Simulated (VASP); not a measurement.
# ZnSe (sol2) (I-4m2) in VASP: further runs

ZnSe (sol2) is run at these levels: PBEsol; tasks: single point, relaxation of the atoms.

Everything below comes from runs of VASP 6.6.1. Logs are shortened: lines on timing, memory, paths and dates and some standing lists are left out, and cuts for length are marked.

### 1 The cell of the first run

It takes space group I-4m2 (No. 119, tetragonal). Conventional cell: a = 3.973 Å, b = 3.973 Å, c = 5.643 Å, α = 90.00°, β = 90.00°, γ = 90.00°. Zn (site symmetry -4m2) has 4 Se at 2.44 Å within 3.2 Å. Se (site symmetry -4m2) has 4 Zn at 2.44 Å within 3.2 Å.

### 2 Single point, PBEsol (strained cell)

Input file INCAR:

```
SYSTEM = ZnSe
PREC     = Accurate       ! precision mode
ENCUT    = 500            ! plane-wave cutoff, eV
EDIFF    = 1E-6           ! SCF threshold, eV
ISMEAR   = 0              ! smearing method
SIGMA    = 0.02           ! smearing width, eV
LREAL    = .FALSE.        ! projectors in reciprocal space
LASPH    = .TRUE.         ! aspherical terms in the spheres
NELM     = 120            ! most SCF steps
ALGO     = Normal         ! electronic algorithm
ISIF     = 2              ! what is computed and relaxed
LWAVE    = .FALSE.        ! write WAVECAR
LCHARG   = .FALSE.        ! write CHGCAR
GGA      = PS             ! functional
NBANDS   = 16             ! bands
GGA_COMPAT= .FALSE.
```

Input file KPOINTS:

```
Automatic mesh
0
G
  8 8 8
  0 0 0
```

Input file POSCAR:

```
ZnSe
1.0
    0.0000000000      2.8090970710      2.8212652244
    2.8090970710      0.0000000000      2.8212652244
    2.8090970710      2.8090970710      0.0000000000
Zn Se
1 1
Direct
    0.0000000000      0.0000000000      0.0000000000
    0.2500000000      0.2500000000      0.2500000000
```

Potentials or basis: VASP PAW PBE potentials, release 64 (Zn, Se).

Launch:

```console
cat potpaw_PBE.64/Zn/POTCAR potpaw_PBE.64/Se/POTCAR > POTCAR
mpirun -np 1 vasp_std > vasp.out
```

OUTCAR:

```text
SYSTEM = ZnSe
   PREC = Accurate
   ENCUT = 500
   EDIFF = 1E-6
   ISMEAR = 0
   LREAL = .FALSE.
   LASPH = .TRUE.
   NELM = 120
   ISIF = 2
   GGA = PS

 ion  position               nearest neighbor table
   1  0.000  0.000  0.000-   2 2.44   2 2.44   2 2.44   2 2.44
   2  0.250  0.250  0.250-   1 2.44   1 2.44   1 2.44   1 2.44

  LATTYP: Found a body centered tetragonal cell.
 ALAT       =     3.9726631758
 C/A-ratio  =     1.4203395050

  Lattice vectors:

 A1 = (  -2.8090970710,   0.0000000000,   2.8212652244)
 A2 = (   2.8090970710,   0.0000000000,   2.8212652244)
 A3 = (   0.0000000000,   2.8090970710,  -2.8212652244)

Analysis of symmetry for initial positions (statically):
=====================================================================
 Subroutine PRICEL returns:
 Original cell was already a primitive cell.

 Routine SETGRP: Setting up the symmetry group for a
 body centered tetragonal supercell.

 Subroutine GETGRP returns: Found  8 space group operations
 (whereof  8 operations were pure point group operations)
 out of a pool of 16 trial point group operations.

The static configuration has the point symmetry D_2d.

Analysis of symmetry for dynamics (positions and initial velocities):
=====================================================================
 Subroutine PRICEL returns:
 Original cell was already a primitive cell.

 Routine SETGRP: Setting up the symmetry group for a
 body centered tetragonal supercell.

 Subroutine GETGRP returns: Found  8 space group operations
 (whereof  8 operations were pure point group operations)
 out of a pool of 16 trial point group operations.

The dynamic configuration has the point symmetry D_2d.

 Subroutine INISYM returns: Found  8 space group operations
 (whereof  8 operations are pure point group operations),
 and found     1 'primitive' translations

----------------------------------------------------------------------------------------

                                     Primitive cell

  volume of cell :      44.5254

  direct lattice vectors                    reciprocal lattice vectors
     0.000000000  2.809097071  2.821265224    -0.177993137  0.177993137  0.177225450
     2.809097071  0.000000000  2.821265224     0.177993137 -0.177993137  0.177225450
     2.809097071  2.809097071  0.000000000     0.177993137  0.177993137 -0.177225450

  length of vectors
     3.981276657  3.981276657  3.972663176     0.307850571  0.307850571  0.307850571

  position of ions in fractional coordinates (direct lattice)
     0.000000000  0.000000000  0.000000000
     0.250000000  0.250000000  0.250000000

  ion indices of the primitive-cell ions
   primitive index   ion index
                 1           1
                 2           2

----------------------------------------------------------------------------------------

 KPOINTS: Automatic mesh

Automatic generation of k-mesh.
 Grid dimensions read from file:
 generate k-points for:    8    8    8

 Generating k-lattice:

  Cartesian coordinates                     Fractional coordinates (reciprocal lattice)
    -0.022249142  0.022249142  0.022153181     0.125000000  0.000000000  0.000000000
     0.022249142 -0.022249142  0.022153181     0.000000000  0.125000000  0.000000000
     0.022249142  0.022249142 -0.022153181     0.000000000  0.000000000  0.125000000

  Length of vectors
     0.038481321  0.038481321  0.038481321

  Shift w.r.t. Gamma in fractional coordinates (k-lattice)
     0.000000000  0.000000000  0.000000000

 Subroutine IBZKPT returns following result:
 ===========================================

 Found     59 irreducible k-points:

 Following reciprocal coordinates:
            Coordinates               Weight
  0.000000  0.000000  0.000000      1.000000
  0.125000 -0.000000  0.000000      8.000000
  0.250000 -0.000000  0.000000      8.000000
  0.375000 -0.000000  0.000000      8.000000
  0.500000 -0.000000  0.000000      4.000000
  0.125000  0.125000  0.000000      2.000000
[... 16 lines left out ...]
  0.250000 -0.000000  0.125000     16.000000
  0.375000 -0.000000  0.125000     16.000000
 [... further k-points ...]
   k-points           NKPTS =     59   k-points in BZ     NKDIM =     59   number of bands    NBANDS=     16
   number of dos      NEDOS =    301   number of ions     NIONS =      2
   total plane-waves  NPLWV =  27000
   dimension x,y,z NGX =    30 NGY =   30 NGZ =   30
   dimension x,y,z NGXF=    60 NGYF=   60 NGZF=   60
   ions per type =               1   1
   NGX,Y,Z   is equivalent  to a cutoff of  12.53, 12.53, 12.55 a.u.
   NGXF,Y,Z  is equivalent  to a cutoff of  25.05, 25.05, 25.11 a.u.
 SYSTEM =  ZnSe
   PREC   = accura    normal or accurate (medium, high low for compatibility)
   ISTART =      0    job   : 0-new  1-cont  2-samecut
   ICHARG =      2    charge: 1-file 2-atom 10-const
   ISPIN  =      1    spin polarized calculation?
   LNONCOLLINEAR =      F non collinear calculations
[... 24 lines left out ...]
     AMIX_MAG =   1.60;   BMIX_MAG =  1.00
  volume/ion in A,a.u.               =      22.26       150.24
  Fermi-wavevector in a.u.,A,eV,Ry     =   1.210496  2.287505 19.936610  1.465299
  Thomas-Fermi vector in A             =   2.346040
   LORBIT       =      0    0 simple, 1 ext, 2 COOP (PROOUT), +10 PAW based schemes
   GGA     = PS    functional components
   LHFCALC =     F    Hartree Fock is set to
   AEXX    =    0.0000 exact exchange contribution
   IVDW    =     0    specifies the selected vdW correction
   LEPSILON=     F    determine dielectric tensor
   LRPA    =     F    only Hartree local field effects (RPA)
 non-spin polarized calculation
 Gauss-broadening in eV      SIGMA  =   0.02
  energy-cutoff  :      500.00
  volume of cell :       44.53
 maximum number of plane-waves:      1158
 NGX is ok and might be reduce to    30
   NGX = 15   NGY = 15   NGZ = 15

 number of electron      17.9999995 magnetization

 Free energy of the ion-electron system (eV)
  ---------------------------------------------------
  ext. energy  EPLUGINS =         0.00000000
  ---------------------------------------------------
  free energy    TOTEN  =        -6.77253888 eV

  energy without entropy =       -6.77253888  energy(sigma->0) =       -6.77253888

 E-fermi :   1.8131     XC(G=0):  -9.6265

 val. band max:        1.6839779729   @ k =   0.0000   0.0000   0.0000
 cond. band min:       2.9366777163   @ k =   0.0000   0.0000   0.0000
 fundamental gap:      1.2526997433
 Fermi energy:         1.8130652045

 k-point     1 :       0.0000    0.0000    0.0000
  band No.  band energies     occupation
      1     -11.7516      2.00000
      2      -4.9624      2.00000
      3      -4.9604      2.00000
      4      -4.9604      2.00000
      5      -4.5697      2.00000
      6      -4.5688      2.00000
[... 8 lines left out ...]
     15      13.1122      0.00000
     16      13.1926      0.00000

 k-point     2 :       0.1250   -0.0000    0.0000
  band No.  band energies     occupation
      1     -11.6456      2.00000
      2      -4.9569      2.00000
      3      -4.9450      2.00000
      4      -4.9436      2.00000
      5      -4.5712      2.00000
      6      -4.5704      2.00000
[... 8 lines left out ...]
     15      12.3408      0.00000
     16      12.3853      0.00000

 k-point     3 :       0.2500   -0.0000    0.0000
  band No.  band energies     occupation
      1     -11.3697      2.00000
      2      -4.9091      2.00000
      3      -4.9067      2.00000
      4      -4.9065      2.00000
      5      -4.5694      2.00000
      6      -4.5693      2.00000
[... 8 lines left out ...]
     15      12.0786      0.00000
     16      12.2472      0.00000

 k-point     4 :       0.3750   -0.0000    0.0000
  band No.  band energies     occupation
      1     -11.0579      2.00000
      2      -4.8796      2.00000
      3      -4.8772      2.00000
      4      -4.7108      2.00000
      5      -4.5584      2.00000
      6      -4.5576      2.00000
[... 8 lines left out ...]
     15      13.2119      0.00000
     16      13.2279      0.00000
[... 324 lines left out ...]
 k-point    22 :       0.1250    0.0000    0.1250
  band No.  band energies     occupation
      1     -11.6099      2.00000
      2      -4.9727      2.00000
      3      -4.9312      2.00000
      4      -4.9290      2.00000
      5      -4.5814      2.00000
      6      -4.5618      2.00000
[... 8 lines left out ...]
     15      12.8624      0.00000
     16      13.3564      0.00000

 k-point    23 :       0.2500   -0.0000    0.1250
  band No.  band energies     occupation
      1     -11.3895      2.00000
      2      -4.9593      2.00000
      3      -4.8917      2.00000
      4      -4.8881      2.00000
      5      -4.5874      2.00000
      6      -4.5550      2.00000
[... 8 lines left out ...]
     15      13.1952      0.00000
     16      13.7067      0.00000

 k-point    24 :       0.3750   -0.0000    0.1250
  band No.  band energies     occupation
      1     -11.0849      2.00000
      2      -4.8964      2.00000
      3      -4.8569      2.00000
      4      -4.7893      2.00000
      5      -4.5671      2.00000
      6      -4.5470      2.00000
[... 8 lines left out ...]
     15      13.3538      0.00000
     16      13.9874      0.00000

 [... further k-points ...]
[... 5 lines left out ...]
  --------------------------------------------------------------------------------------
  -------------------------------------------------------------------------------------
  Total        0.1580018      0.1580018      0.1148383      0.0000000      0.0000000      0.0000000
  in kB        5.6854550      5.6854550      4.1322818      0.0000000      0.0000000      0.0000000
  external PRESSURE =       5.1677306 kB  Pullay stress =       0.0000000 kB

 VOLUME and BASIS-vectors are now :
 -----------------------------------------------------------------------------
  energy-cutoff  :      500.00
  volume of cell :       44.53
      direct lattice vectors                 reciprocal lattice vectors
     0.000000000  2.809097071  2.821265224    -0.177993137  0.177993137  0.177225450
     2.809097071  0.000000000  2.821265224     0.177993137 -0.177993137  0.177225450
     2.809097071  2.809097071  0.000000000     0.177993137  0.177993137 -0.177225450

 POSITION                                       TOTAL-FORCE (eV/Angst)
 -----------------------------------------------------------------------------------
      0.00000      0.00000      0.00000        -0.000000      0.000000      0.000000
      1.40455      1.40455      1.41063         0.000000     -0.000000     -0.000000
 -----------------------------------------------------------------------------------
    total drift:                                0.000000      0.000000     -0.000000

  FREE ENERGIE OF THE ION-ELECTRON SYSTEM (eV)
  ---------------------------------------------------
  free  energy   TOTEN  =        -6.7725388776 eV

  energy  without entropy=       -6.7725388776  energy(sigma->0) =       -6.77253888
```

Run time: 68 s. Hardware: 1 thread of Intel Xeon 8259CL, shared host; peak memory 0.19 GiB.

What came out:

```
Free energy            : -6.7725 eV
Pressure               : 0.5 GPa
Band gap on the k mesh : 1.25 eV, direct
```

Caveat: the cell differs from its parent crystal (strained cell); the PAW data sets were made with another functional, which shifts forces and pressure a little.

### 3 Single point, PBEsol (strained cell)

Input file INCAR:

```
SYSTEM = ZnSe
PREC = Accurate ; ENCUT = 500
EDIFF = 1E-6 ; ISMEAR = 0
SIGMA = 0.02 ; LREAL = .False.
LASPH = .True. ; NELM = 120
ALGO = Normal ; ISIF = 2
LWAVE = .False. ; LCHARG = .False.
GGA = PS ; NBANDS = 16
GGA_COMPAT = .False.
```

Input file KPOINTS:

```
Automatic mesh
0
Gamma
  8 8 8
  0 0 0
```

Input file POSCAR:

```
ZnSe
1.0
    0.0000000000      2.8090970710      2.8241468375
    2.8090970710      0.0000000000      2.8241468375
    2.8090970710      2.8090970710      0.0000000000
Zn Se
1 1
Direct
    0.0000000000      0.0000000000      0.0000000000
    0.2500000000      0.2500000000      0.2500000000
```

Potentials or basis: VASP PAW PBE potentials, release 64 (Zn, Se).

Launch:

```console
cat potpaw_PBE.64/Zn/POTCAR potpaw_PBE.64/Se/POTCAR > POTCAR
mpirun -np 1 vasp_std > vasp.out
```

Run time: 69 s. Hardware: 1 thread of Intel Xeon 8259CL, shared host; peak memory 0.19 GiB.

It converged, with:

```yaml
Free_energy: -6.7726 eV
Pressure: 0.4 GPa
Band_gap_on_the_k_mesh: 1.25 eV, direct
```

Stress tensor (GPa, compression positive):
```
0.51 0.00 0.00
0.00 0.51 0.00
0.00 0.00 0.32
```

Levels at points of the mesh, in eV from the valence-band top:
```csv
k point,band 7,band 8,band 9,band 10,band 11,band 12
"(0.00, 0.00, 0.00)",-0.02,0.00,0.00,1.25,5.72,5.72
"(0.50, 0.00, 0.00)",-5.43,-0.93,-0.90,2.47,6.27,6.31
"(0.50, 0.50, 0.00)",-4.91,-2.27,-2.27,2.80,3.39,10.72
"(0.50, 0.00, 0.50)",-4.88,-2.31,-2.30,2.77,3.34,10.77
```

Caveat: the cell differs from its parent crystal (strained cell); the PAW data sets were made with another functional, which shifts forces and pressure a little.

### 4 Single point, PBEsol (strained cell)

Input file INCAR:

```
SYSTEM = ZnSe
  PREC = Accurate
  ENCUT = 500
  EDIFF = 1E-6
  ISMEAR = 0
  SIGMA = 0.02
  LREAL = .FALSE.
  LASPH = .TRUE.
  NELM = 120
  ALGO = Normal
  ISIF = 2
  LWAVE = .FALSE.
  LCHARG = .FALSE.
  GGA = PS
  NBANDS = 16
  GGA_COMPAT = .FALSE.
```

Input file KPOINTS:

```
Automatic mesh
0
G
  8 8 8
  0 0 0
```

Input file POSCAR:

```
ZnSe
1.0
    0.0000000000      2.8090970710      2.8260349316
    2.8090970710      0.0000000000      2.8260349316
    2.8090970710      2.8090970710      0.0000000000
Zn Se
1 1
Direct
    0.0000000000      0.0000000000      0.0000000000
    0.2500000000      0.2500000000      0.2500000000
```

Launch:

```console
cat potpaw_PBE.64/Zn/POTCAR potpaw_PBE.64/Se/POTCAR > POTCAR
mpirun -np 1 vasp_std > vasp.out
```

Wall time 68 s (1 thread of Intel Xeon 8259CL, shared host); peak memory 0.19 GiB.

The run converged. Its results:

| Quantity | Value |
| --- | --- |
| Free energy | -6.7727 eV |
| Pressure | 0.4 GPa |
| Band gap on the k mesh | 1.24 eV, direct |

Stress tensor (GPa, compression positive):
```
0.48 0.00 0.00
0.00 0.48 0.00
0.00 0.00 0.26
```

Levels at points of the mesh, in eV from the valence-band top:
```tsv
k point	band 6	band 7	band 8	band 9	band 10	band 11	band 12	band 13
(0.00, 0.00, 0.00)	-6.25	-0.02	0.00	0.00	1.24	5.72	5.72	5.72
(0.50, 0.00, 0.00)	-6.09	-5.42	-0.93	-0.90	2.47	6.27	6.32	8.45
(0.50, 0.50, 0.00)	-6.07	-4.91	-2.27	-2.27	2.80	3.40	10.71	11.31
(0.50, 0.00, 0.50)	-6.06	-4.87	-2.31	-2.30	2.77	3.34	10.77	11.27
```

Caveat: the cell differs from its parent crystal (strained cell); the PAW data sets were made with another functional, which shifts forces and pressure a little.

### 5 Relaxation of the atoms, PBEsol (strained cell)

Input file INCAR:

```
PREC = Accurate
ENCUT = 450
EDIFF = 1E-7
ISMEAR = 0
SIGMA = 0.02
LREAL = False
LASPH = True
NELM = 120
ALGO = Normal
ISIF = 2
LWAVE = False
LCHARG = False
GGA = PS
IBRION = 2
NSW = 60
EDIFFG = -0.002
GGA_COMPAT = False
NELMIN = 4
```

Input file KPOINTS:

```
Automatic mesh
0
Gamma
  8 8 8
```

Input file POSCAR:

```
ZnSe
1.0
    0.0000000000      2.8090970710      2.8212652244
    2.8090970710      0.0000000000      2.8212652244
    2.8090970710      2.8090970710      0.0000000000
Zn Se
1 1
Direct
    0.0000000000      0.0000000000      0.0000000000
    0.2500000000      0.2500000000      0.2500000000
```

Launch:

```console
cat potpaw_PBE.64/Zn/POTCAR potpaw_PBE.64/Se/POTCAR > POTCAR
mpirun -np 1 vasp_std > vasp.out
```

Run time: 47 s. Hardware: 1 thread of Intel Xeon 8259CL, shared host; peak memory 0.17 GiB.

The run converged. Its results:

* Free energy: -6.7719 eV
* Pressure after relaxing: 0.4 GPa
* Band gap on the k mesh: 1.25 eV, direct

Stress tensor (GPa, compression positive):
```
0.48 0.00 0.00
0.00 0.48 0.00
0.00 0.00 0.32
```

Final structure:
```
Zn Se
1.0
     0.00000    2.80910    2.82127
     2.80910    0.00000    2.82127
     2.80910    2.80910    0.00000
Zn Se
1 1
Cartesian
  0.0000 0.0000 0.0000
  1.4045 1.4045 1.4106
```

Levels at points of the mesh, in eV from the valence-band top:
```
           k point  band 5  band 6  band 7  band 8  band 9  band 10  band 11  band 12  band 13
(0.00, 0.00, 0.00)   -6.25   -6.25   -0.02    0.00    0.00     1.25     5.72     5.72     5.72
(0.50, 0.00, 0.00)   -6.23   -6.09   -5.43   -0.93   -0.90     2.48     6.28     6.31     8.46
(0.50, 0.50, 0.00)   -6.20   -6.07   -4.91   -2.28   -2.28     2.79     3.39    10.74    11.32
(0.50, 0.00, 0.50)   -6.20   -6.07   -4.88   -2.31   -2.30     2.77     3.35    10.78    11.30
```

Caveat: the cell differs from its parent crystal (strained cell); the relaxation stopped at its first step, so nothing moved; the PAW data sets were made with another functional, which shifts forces and pressure a little.

### 6 Relaxation of the atoms, PBEsol (strained cell)

Input file INCAR:

```
PREC = Accurate
ENCUT = 450
EDIFF = 1E-7
ISMEAR = 0
SIGMA = 0.02
LREAL = F
LASPH = T
NELM = 120
ALGO = Normal
ISIF = 2
LWAVE = F
LCHARG = F
GGA = PS
IBRION = 2
NSW = 60
EDIFFG = -0.002
GGA_COMPAT = F
NELMIN = 4
```

Input file KPOINTS:

```
regular mesh
0
Gamma
  8 8 8
```

Input file POSCAR:

```
ZnSe
1.0
    0.0000000000      2.8090970710      2.8241468375
    2.8090970710      0.0000000000      2.8241468375
    2.8090970710      2.8090970710      0.0000000000
Zn Se
1 1
Direct
    0.0000000000      0.0000000000      0.0000000000
    0.2500000000      0.2500000000      0.2500000000
```

Potentials or basis: VASP PAW PBE potentials, release 64 (Zn, Se).

Launch:

```console
cat potpaw_PBE.64/Zn/POTCAR potpaw_PBE.64/Se/POTCAR > POTCAR
mpirun -np 1 vasp_std > vasp.out
```

Wall time 47 s (1 thread of Intel Xeon 8259CL, shared host); peak memory 0.17 GiB.

It converged, with:

```
Free energy             : -6.7720 eV
Pressure after relaxing : 0.4 GPa
Band gap on the k mesh  : 1.25 eV, direct
```

Stress tensor (GPa, compression positive):
```
0.42 0.00 0.00
0.00 0.42 0.00
0.00 0.00 0.23
```

Final structure:
```
Zn Se
1.0
     0.00000    2.80910    2.82415
     2.80910    0.00000    2.82415
     2.80910    2.80910    0.00000
Zn Se
1 1
Direct
  0.00000 0.00000 0.00000
  0.25000 0.25000 0.25000
```

Levels at points of the mesh, in eV from the valence-band top:
```csv
k point,band 5,band 6,band 7,band 8,band 9,band 10,band 11,band 12,band 13
"(0.00, 0.00, 0.00)",-6.25,-6.25,-0.02,0.00,0.00,1.25,5.72,5.72,5.72
"(0.50, 0.00, 0.00)",-6.23,-6.09,-5.43,-0.93,-0.90,2.47,6.27,6.31,8.45
"(0.50, 0.50, 0.00)",-6.20,-6.07,-4.91,-2.27,-2.27,2.80,3.39,10.72,11.31
"(0.50, 0.00, 0.50)",-6.20,-6.06,-4.88,-2.31,-2.30,2.77,3.34,10.77,11.28
```

Caveat: the cell differs from its parent crystal (strained cell); the relaxation stopped at its first step, so nothing moved; the PAW data sets were made with another functional, which shifts forces and pressure a little.

### 7 The runs side by side

```tsv
task	cell	cutoff (eV)	gap on the mesh (eV)	pressure (GPa)
single point	a = 3.981, b = 3.981, c = 3.973 Å, angles 60.1, 60.1, 59.9°, 2 atoms	500	1.25	0.5
single point	a = 3.983, b = 3.983, c = 3.973 Å, angles 60.1, 60.1, 59.8°, 2 atoms	500	1.25	0.4
single point	a = 3.985, b = 3.985, c = 3.973 Å, angles 60.1, 60.1, 59.8°, 2 atoms	500	1.24	0.4
relaxation of the atoms	atoms relaxed from a = 3.981, b = 3.981, c = 3.973 Å, angles 60.1, 60.1, 59.9°, 2 atoms	450	1.25	0.4
relaxation of the atoms	atoms relaxed from a = 3.983, b = 3.983, c = 3.973 Å, angles 60.1, 60.1, 59.8°, 2 atoms	450	1.25	0.4
```

Alike in all rows: level PBEsol; potentials or basis VASP PAW PBE potentials, release 64 (Zn, Se); no spin polarisation; k mesh 8 × 8 × 8; smearing gaussian 0.02 eV.

Caveats: the PAW data sets were made with another functional, which shifts forces and pressure a little; the relaxation stopped at its first step, so nothing moved (some runs).

Absolute energies hang on the potentials; compare differences alone.
